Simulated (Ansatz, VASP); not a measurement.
# SnTe2 in VASP and in Ansatz

```
CELL_PARAMETERS angstrom
6.95857 0.00000 0.00000
0.00000 6.95857 0.00000
0.00000 0.00000 4.41791
ATOMIC_POSITIONS crystal
Sn 0.00000 0.00000 0.00000
Sn 0.50000 0.50000 0.50000
Te 0.30235 0.30235 0.00000
Te 0.19765 0.80235 0.50000
Te 0.80235 0.19765 0.50000
Te 0.69765 0.69765 0.00000
```

Alike in both runs: task single point; functional PBE; k mesh 4 × 4 × 4; occupations gaussian, width 0.001 eV; no spin polarisation.

|  | VASP | Ansatz |
| --- | --- | --- |
| version | VASP 6.6.1 | Ansatz 0.2.0 |
| potentials or method | VASP PAW PBE potentials, release 64 (Sn_d, Te) | plane waves |
| plane-wave cutoff (eV) | 520 | 420 |
| valence electrons in the cell | 52 | 92 |

Ansatz gave:

| Property | Result |
| --- | --- |
| pressure (GPa) | 1.3 |
| traceless stress, the component that is largest in VASP (GPa) | 0.07 |
| rms of the force components (eV/Å) | 0.061 |

Q: Which values does VASP return?

A: Pressure (GPa): 1.3; traceless stress, the component that is largest in VASP (GPa): 0.09; rms of the force components (eV/Å): 0.062.

Atom by atom the forces differ by 0.001 eV/Å (rms over components). With one functional, cell and mesh, what is left measures potentials, basis and numerics. VASP's potentials hold 52 valence electrons a cell and Ansatz's 92, so a difference there can come from the potentials and not from the codes.

Neither program's run includes spin-orbit coupling.
